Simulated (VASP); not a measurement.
Set up this calculation in VASP 6.6.1, as the native input.

* Task: single point
* Functional: PBE
* Potentials or basis: VASP PAW PBE potentials, release 64 (Na_pv, F)
* Cutoff: 520 eV
* k mesh: 8 × 8 × 8
* Occupations: gaussian, width 0.05 eV
* Spin: no spin polarisation
* Dipole correction: no
* Further INCAR settings: ALGO = Normal; EDIFF = 1e-06; NBANDS = 14

The structure of NaF lies in POSCAR:

```
NaF
1.0
    0.0000000000      2.0619287500      2.3233000000
    2.5846712500      0.0000000000      2.3233000000
    2.5846712500      2.0619287500      0.0000000000
Na F
1 1
Direct
    0.0000000000      0.0000000000      0.0000000000
    0.5000000000      0.5000000000      0.5000000000
```

This cell differs from its parent crystal: strain +0.1125 x Voigt [1, -1, 0, 0, 0, 0].

One way to write it, as run:

INCAR

```
ALGO = Normal
EDIFF = 1E-6
ENCUT = 520
GGA = PE
ISIF = 2
ISMEAR = 0
LASPH = T
LCHARG = F
LREAL = F
LWAVE = F
NBANDS = 14
NELM = 60
PREC = Accurate
SIGMA = 0.05
```

KPOINTS

```
k-points
0
Gamma
  8 8 8
```

Potentials or basis: VASP PAW PBE potentials, release 64 (Na_pv, F).

Run with:

```sh
$ cat potpaw_PBE.64/Na_pv/POTCAR potpaw_PBE.64/F/POTCAR > POTCAR
$ mpirun -np 1 vasp_std > vasp.out
```

It gave:

| Item | Value |
| --- | --- |
| Pressure | 7.6 GPa |
| Band gap on the k mesh | 6.23 eV, direct |

Caveat: the cell differs from its parent crystal (strain +0.1125 x Voigt [1, -1, 0, 0, 0, 0]).

Wall time 17 s on 1 thread of Intel(R) Xeon(R) Platinum 8488C (Sapphire Rapids), on a shared host, peak memory 0.16 GiB.
